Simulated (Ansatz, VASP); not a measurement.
AgO in VASP and in Ansatz

```xyz
2
Lattice="0.0000 2.4747 2.4747 2.4747 0.0000 2.4747 2.4747 2.4747 0.0000" Properties=species:S:1:pos:R:3 pbc="T T T"
Ag    0.0000    0.0000    0.0000
O     3.7120    3.7120    3.7120
```

Alike in both runs: task relaxation of cell and atoms; functional PBEsol; k mesh 14 × 14 × 14; occupations fermi-dirac, width 0.15 eV; no spin polarisation.

|  | VASP | Ansatz |
| --- | --- | --- |
| version | VASP 6.6.1 | Ansatz 0.2.0 |
| potentials or method | VASP PAW PBE potentials, release 64 (Ag, O), cutoff 600 eV | scalar-relativistic, plane waves, PAW |
| valence electrons in the cell | 17 | 25 |

|  | VASP | Ansatz | Ansatz less VASP |
| --- | --- | --- | --- |
| gap on the k mesh at the Fermi level, each at its own relaxed structure (eV) | none | none | - |
| relaxed volume (Å³/atom) | 15.18 | 15.22 | +0.033 |
| relaxed length of the cell vector where the two differ most in proportion (Å) | 3.502 | 3.504 | +0.0026 |

VASP's potentials were made for PBE, not for PBEsol. A gap of «none» marks a metal or a gap that the smearing closes. VASP's potentials hold 17 valence electrons a cell and Ansatz's 25, so a difference there can come from the potentials and not from the codes.
